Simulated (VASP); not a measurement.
## Ir: single point with PBE

The system is Ir.

```
Ir
1.0
     0.00000    2.82173    2.82173
     2.82173    0.00000    2.82173
     2.82173    2.82173    0.00000
Ir
2
Direct
  0.12500 0.12500 0.12500
  0.87500 0.87500 0.87500
```

This cell differs from its parent crystal: volume scaled by 1.04.

```json
{
 "Program": "VASP 6.6.1",
 "Task": "single point",
 "Functional": "PBE",
 "Potentials or basis": "VASP PAW PBE potentials, release 64 (Ir)",
 "Cutoff": "520 eV",
 "k mesh": "11 × 11 × 11",
 "Occupations": "fermi-dirac, width 0.1 eV",
 "Spin": "no spin polarisation"
}
```

```
Pressure               : -6.8 GPa
Band gap on the k mesh : zero (band 9 reaches 5.59 eV, above the bottom of band 10 at 4.27 eV)
```

Levels at points of the mesh, in eV from the Fermi level:
```csv
k point,band 6,band 7,band 8,band 9,band 10,band 11,band 12,band 13
"(0.00, 0.00, 0.00)",-4.42,-1.64,-1.64,-1.64,0.71,0.71,10.70,10.77
```

Run time: 17 s on 1 thread of Intel(R) Xeon(R) 6975P-C (Granite Rapids) (shared host), peak memory 0.18 GiB.

Caveat: spin-orbit coupling is left out, which moves the levels of the heavy elements.
